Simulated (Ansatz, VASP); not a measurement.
## Two plane-wave programs on Si3Te

```xyz
4
Lattice="4.2438 0.0000 0.0000 0.0000 4.2438 0.0000 0.0000 0.0000 4.2438" Properties=species:S:1:pos:R:3 pbc="T T T"
Si    0.0000    2.1219    2.1219
Si    2.1219    0.0000    2.1219
Si    2.1219    2.1219    0.0000
Te    0.0000    0.0000    0.0000
```

Change from the starting cell: species swapped into the Pr3Sn type (Pm-3m, No. 221).

Alike in both runs: functional PBE; k mesh 4 × 4 × 4; occupations gaussian, width 0.1 eV; no spin polarisation.

Ansatz relaxed the structure, and its values are those at the end. VASP's run is a single point on that final structure, the one shown.

|  | VASP | Ansatz |
| --- | --- | --- |
| version | VASP 6.6.1 | Ansatz 0.2.0 |
| potentials or method | VASP PAW PBE potentials, release 64 (Si, Te), cutoff 520 eV | scalar-relativistic, plane waves, PAW |
| valence electrons in the cell | 18 | 28 |

|  | VASP | Ansatz | Ansatz less VASP |
| --- | --- | --- | --- |
| gap on the k mesh at the Fermi level (eV) | none | none | - |
| pressure (GPa) | -0.4 | -0.4 | +0.02 |

A gap of «none» marks a metal or a gap that the smearing closes. With one functional, cell and mesh, what is left measures potentials, basis and numerics. VASP's potentials hold 18 valence electrons a cell and Ansatz's 28, so a difference there can come from the potentials and not from the codes.

The k mesh is coarse, so the values compare programs but aren't converged. Spin-orbit coupling is off throughout.
